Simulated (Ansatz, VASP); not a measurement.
**Hf in VASP and in Ansatz**

```
Hf
1.0
     3.18015    0.00000    0.00000
    -1.59007    2.75409    0.00000
     0.00000    0.00000    5.15184
Hf
2
Direct
  0.33333 0.66667 0.25000
  0.66667 0.33333 0.75000
```

Alike in both runs: task relaxation of cell and atoms; functional PBE; k mesh 16 × 16 × 9; occupations fermi-dirac, width 0.1 eV; no spin polarisation.

```csv
,VASP,Ansatz
version,VASP 6.6.1,Ansatz 0.2.0
potentials or method,"VASP PAW PBE potentials, release 64 (Hf_pv)","PAW with Ansatz's default frozen-core files, scalar-relativistic"
plane-wave cutoff (eV),600,420
valence electrons in the cell,20,52
```

VASP gave:

```
relaxed volume (Å³/atom)                                                      : 22.46
relaxed length of the cell vector where the two differ most in proportion (Å) : 5.064
```

Estimate Ansatz's values.

relaxed volume (Å³/atom): 22.54; relaxed length of the cell vector where the two differ most in proportion (Å): 5.073.

VASP's potentials hold 20 valence electrons a cell and Ansatz's 52, so a difference there can come from the potentials and not from the codes.

Spin-orbit coupling is off throughout.
